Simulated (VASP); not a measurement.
# TiSi12N16 (a cell with a defect) in VASP: further runs, part 2 of 2

VASP 6.6.1. The steps go on from the part before.

### 3 Single point, PBE

Input file INCAR:

```
  ALGO = Normal
  EDIFF = 1E-6
  ENCUT = 520
  GGA = PE
  ISIF = 2
  ISMEAR = -1
  LASPH = T
  LCHARG = T
  LELF = T
  LREAL = Auto
  LVHAR = T
  LWAVE = F
  NBANDS = 90
  NELM = 80
  PREC = Accurate
  SIGMA = 0.01
```

Input file KPOINTS:

```
Automatic mesh
0
Gamma
  1 1 1
  0.25 0.25 0.25
```

Input file POSCAR:

```
TiSi12N16
1.0
    7.6633883300      0.0000000000      0.0000000000
   -3.8316941700      6.6366889800      0.0000000000
    0.0000000000      0.0000000000      5.8522780000
Si N Ti
12 16 1
Direct
    0.2276436278      0.8248198788      0.3743439734
    0.4082948486      0.2314688853      0.1305647134
    0.8213195851      0.5882353402      0.1271585184
    0.1772932672      0.4156623895      0.3774912948
    0.5931252591      0.7663824560      0.3747176740
    0.7716790219      0.1743675202      0.1293344233
    0.2326847731      0.8189267293      0.8761224262
    0.3965032336      0.2278081743      0.6232362851
    0.8215863725      0.5853036072      0.6242987773
    0.1588156632      0.3860284862      0.8850280181
    0.5874896356      0.7598401877      0.8782957679
    0.7676101731      0.1713643661      0.6242434143
    0.3363289219      0.6737213411      0.3764773307
    0.6649482552      0.3278110526      0.1281523195
    0.9652612268      0.6691717833      0.3752390095
    0.2934465780      0.9678131700      0.1255933160
    0.6604239273      0.6885346012      0.1281307894
    0.3337748937      0.3087654109      0.3723565422
    0.0271729657      0.3536341702      0.1403873842
    0.7034789940      0.0272479245      0.3752502872
    0.3280544824      0.6559727318      0.8738750962
    0.6603805652      0.3254160330      0.6261602747
    0.9655953456      0.6717430956      0.8769938817
    0.2899507038      0.9649062988      0.6273000018
    0.6743087051      0.7021080864      0.6269216876
    0.3312171311      0.2953308504      0.8812211245
    0.0289278932      0.3349533188      0.6221777229
    0.7139525122      0.0271878041      0.8779902458
    0.0249844713      0.0116172387     -0.2017245250
```

Potentials or basis: VASP PAW PBE potentials, release 64 (Si, N, Ti_sv).

Started as:

```sh
$ cat potpaw_PBE.64/Si/POTCAR potpaw_PBE.64/N/POTCAR potpaw_PBE.64/Ti_sv/POTCAR > POTCAR
$ mpirun -np 1 vasp_std > vasp.out
```

OUTCAR:

```text
EDIFF = 1E-6
   ENCUT = 520
   GGA = PE
   ISIF = 2
   ISMEAR = -1
   LASPH = T
   LREAL = Auto
   NELM = 80
   PREC = Accurate

 ion  position               nearest neighbor table
   1  0.228  0.825  0.374-  13 1.73  16 1.74  24 1.75  15 1.75   7 2.92   7 2.94   4 2.96   5 3.05
                             8 3.06   2 3.06   3 3.07   9 3.08
   2  0.408  0.231  0.131-  14 1.72  26 1.73  18 1.74  16 1.75   8 2.88   8 2.97   3 2.97   6 3.03
                             1 3.06  10 3.06   4 3.12   7 3.13
   3  0.821  0.588  0.127-  15 1.74  14 1.74  17 1.75  23 1.75   9 2.91   9 2.94   2 2.97   6 3.00
                             5 3.07  11 3.07   1 3.07   7 3.11
   4  0.177  0.416  0.377-  19 1.71  13 1.73  27 1.74  18 1.76  10 2.89   1 2.96   5 2.97  10 2.98
                             8 3.06   6 3.07  12 3.09   2 3.12
   5  0.593  0.766  0.375-  13 1.73  17 1.74  20 1.74  25 1.76  11 2.91  11 2.95   4 2.97   1 3.05
                            12 3.07   3 3.07   6 3.07   9 3.09
   6  0.772  0.174  0.129-  14 1.74  20 1.74  19 1.74  28 1.77  12 2.90  10 2.94  12 2.96   3 3.00
                             2 3.03   5 3.07   4 3.07  11 3.12
   7  0.233  0.819  0.876-  21 1.73  24 1.75  16 1.77  23 1.78  29 2.70   1 2.92   1 2.94  11 2.97
                            10 3.07   3 3.11   8 3.11   9 3.11   2 3.13
   8  0.397  0.228  0.623-  26 1.75  18 1.75  24 1.76  22 1.77  29 2.68   2 2.88   2 2.97   9 3.03
[... 761 lines left out ...]
     82      13.2269      0.00000
 [bands above 82 left out]

------------------------ aborting loop because EDIFF is reached ----------------------------------------

  FORCE on cell =-STRESS in cart. coord.  units (eV):
  Direction    XX          YY          ZZ          XY          YZ          ZX
  --------------------------------------------------------------------------------------
  -------------------------------------------------------------------------------------
  Total        2.8082374      1.1920247     12.9589947      1.3619217      0.1937121     -0.5978969
  in kB       15.1163575      6.4165057     69.7564943      7.3310383      1.0427260     -3.2183970
  external PRESSURE =      30.4297858 kB  Pullay stress =       0.0000000 kB

 VOLUME and BASIS-vectors are now :
 -----------------------------------------------------------------------------
  energy-cutoff  :      520.00
  volume of cell :      297.64
      direct lattice vectors                 reciprocal lattice vectors
     7.663388330  0.000000000  0.000000000     0.130490582  0.075338772  0.000000000
    -3.831694170  6.636688980  0.000000000     0.000000000  0.150677545  0.000000000
     0.000000000  0.000000000  5.852278000     0.000000000  0.000000000  0.170873632

 POSITION                                       TOTAL-FORCE (eV/Angst)
 -----------------------------------------------------------------------------------
     -1.41594      5.47407      2.19076         0.040623     -0.102143      0.013180
      2.24200      1.53619      0.76410         0.070808      0.035461      0.029746
      4.04015      3.90393      0.74417         0.021298     -0.115253      0.013744
     -0.23402      2.75862      2.20918         0.107137      0.005569      0.020870
      1.60881      5.08624      2.19295        -0.017866     -0.082217      0.072590
      5.24555      1.15722      0.75690        -0.018650      0.081900      0.075895
[... 21 lines left out ...]
      5.36712      0.18044      5.13824        -0.242061      0.121338      0.101371
      0.14695      0.07710      4.67173        -0.777464     -0.185122     -2.327027
 -----------------------------------------------------------------------------------
    total drift:                               -0.005940     -0.001919     -0.002318

  FREE ENERGIE OF THE ION-ELECTRON SYSTEM (eV)
  ---------------------------------------------------
  free  energy   TOTEN  =      -231.4557845748 eV

  energy  without entropy=     -231.4557768065  energy(sigma->0) =     -231.45578069
```

stdout:

```text
POSCAR found type information on POSCAR SiN Ti
 POSCAR found :  3 types and      29 ions
 scaLAPACK will be used
 LDA part: xc-table for (Slater+PW92), standard interpolation
 POSCAR, INCAR and KPOINTS ok, starting setup
 FFT: planning ... GRIDC
 FFT: planning ... GRID_SOFT
 FFT: planning ... GRID
 WAVECAR not read
 entering main loop
```

It took 4.9 min on 1 thread of Intel Xeon Platinum 8488C (Sapphire Rapids), shared host; peak memory 0.47 GiB.

Results:

* Free energy: -231.4558 eV
* Pressure: 3.0 GPa
* Largest force: 2.460 eV/Å
* Band gap on the k mesh: 0.19 eV

Forces on the atoms (eV/Å):
```
Si   0.041 -0.102  0.013
Si   0.071  0.035  0.030
Si   0.021 -0.115  0.014
Si   0.107  0.006  0.021
Si  -0.018 -0.082  0.073
Si  -0.019  0.082  0.076
Si  -0.345  0.151  0.159
Si  -0.097  0.075  0.075
Si  -0.020  0.124  0.101
Si   0.177  0.396  0.215
Si   0.060 -0.048  0.160
Si   0.099 -0.023  0.030
N    0.000 -0.142  0.094
N    0.100  0.036 -0.022
N    0.234  0.070  0.117
N    0.202  0.041  0.242
N    0.028 -0.069  0.128
N    0.026 -0.104  0.025
N    0.002 -0.276 -0.058
N   -0.025  0.018  0.024
N   -0.081  0.103  0.116
N   -0.012  0.074 -0.035
N    0.031  0.177  0.038
N    0.001 -0.160  0.087
N    0.025  0.302  0.113
N    0.129  0.097  0.085
N    0.283 -0.603  0.307
N   -0.242  0.121  0.101
Ti  -0.777 -0.185 -2.327
```

Stress tensor (GPa, compression positive):
```
 1.51  0.73 -0.32
 0.73  0.64  0.10
-0.32  0.10  6.98
```

Levels at points of the mesh, in eV from the valence-band top:
```tsv
k point	band 68	band 69	band 70	band 71	band 72	band 73
(0.25, 0.25, 0.25)	-4.10	-0.29	0.00	0.31	1.04	1.15
```

Caveat: semilocal functionals underestimate gaps, and a narrow one can read as zero.

### 4 Single point, PBE

Input file INCAR:

```
ALGO = Normal
EDIFF = 1E-7
ENCUT = 520
GGA = PE
ISIF = 2
ISMEAR = -1
LASPH = True
LCHARG = True
LELF = True
LREAL = Auto
LVHAR = True
LWAVE = False
NBANDS = 90
NELECT = 138.0
NELM = 100
PREC = Accurate
SIGMA = 0.01
```

KPOINTS is that of step 3.

Input file POSCAR:

```
TiSi12N16
1.0
    7.6633883300      0.0000000000      0.0000000000
   -3.8316941700      6.6366889800      0.0000000000
    0.0000000000      0.0000000000      5.8522780000
Si N Ti
12 16 1
Direct
    0.2240999037      0.8249924046      0.3760036690
    0.4118058087      0.2380771503      0.1316772717
    0.8218541124      0.5880391580      0.1294680465
    0.1772818075      0.4066230930      0.3757970828
    0.5873665791      0.7642523275      0.3758932846
    0.7658323207      0.1705951572      0.1298077432
    0.2326892516      0.8261212807      0.8731922851
    0.4117322407      0.2357127183      0.6238849214
    0.8204413016      0.5895061546      0.6252628464
    0.1755661316      0.4154116621      0.8722871675
    0.5889017819      0.7609589684      0.8724033616
    0.7686220088      0.1716538177      0.6240858688
    0.3280523839      0.6681806264      0.3715460885
    0.6675070768      0.3293621272      0.1263036377
    0.9643713468      0.6638011836      0.3772283203
    0.2794233133      0.9724148622      0.1217394321
    0.6716531676      0.7009306921      0.1233963937
    0.3405830887      0.3108260770      0.3780514186
    0.0318997070      0.3138345049      0.1218310203
    0.6956650644      0.0257203555      0.3763678007
    0.3331819513      0.6709689144      0.8739249913
    0.6679380118      0.3293074312      0.6348242513
    0.9667137552      0.6810219695      0.8768802507
    0.2870933331      0.9722635820      0.6264897190
    0.6614398654      0.6910271091      0.6236872206
    0.3226034753      0.2945910236      0.8772737727
    0.0317386933      0.3218155931      0.6250236233
    0.7186628133      0.0261775112      0.8766406859
    0.0237955855      0.0210018882     -0.0642337907
```

Started as:

```sh
$ cat potpaw_PBE.64/Si/POTCAR potpaw_PBE.64/N/POTCAR potpaw_PBE.64/Ti_sv/POTCAR > POTCAR
$ mpirun -np 1 vasp_std > vasp.out
```

It took 6.4 min on 1 thread of Intel Xeon Platinum 8488C (Sapphire Rapids), shared host; peak memory 0.46 GiB.

The run converged. Its results:

```yaml
Free_energy: -252.1131 eV
Largest_force: 1.310 eV/Å
```

Forces on the atoms (eV/Å):
```
Si  -0.010 -0.135  0.001
Si  -0.145  0.035 -0.083
Si   0.020 -0.043 -0.013
Si   0.003  0.068 -0.047
Si   0.051 -0.080 -0.033
Si   0.043  0.064 -0.086
Si  -0.008 -0.070 -0.042
Si  -0.060  0.104  0.049
Si  -0.028 -0.010 -0.061
Si   0.086  0.003 -0.080
Si   0.029 -0.039 -0.114
Si   0.046  0.079 -0.054
N    0.006 -0.003 -0.004
N    0.000  0.024 -0.088
N    0.128  0.100 -0.065
N    0.039 -0.085 -0.055
N    0.138  0.290 -0.039
N    0.003 -0.041 -0.058
N   -0.037 -0.127 -0.072
N   -0.004  0.117  0.023
N   -0.020 -0.065  0.076
N    0.040  0.020 -0.110
N    0.114  0.146 -0.037
N    0.230 -0.088 -0.117
N   -0.066 -0.053 -0.042
N    0.019 -0.054 -0.084
N   -0.168  0.063 -0.015
N   -0.126  0.096  0.022
Ti  -0.324 -0.316  1.230
```

Levels at points of the mesh, in eV from the Fermi level:
```tsv
k point	band 67	band 68	band 69	band 70	band 71	band 72
(0.25, 0.25, 0.25)	-3.15	-2.96	-0.05	0.01	0.16	1.03
```

Caveat: the k points lie up to 0.54 Å⁻¹ apart; the cell carries a net charge on a neutralising background, which shifts energy and pressure; the cell is charged against a uniform background, so pressure and absolute levels hang on convention.
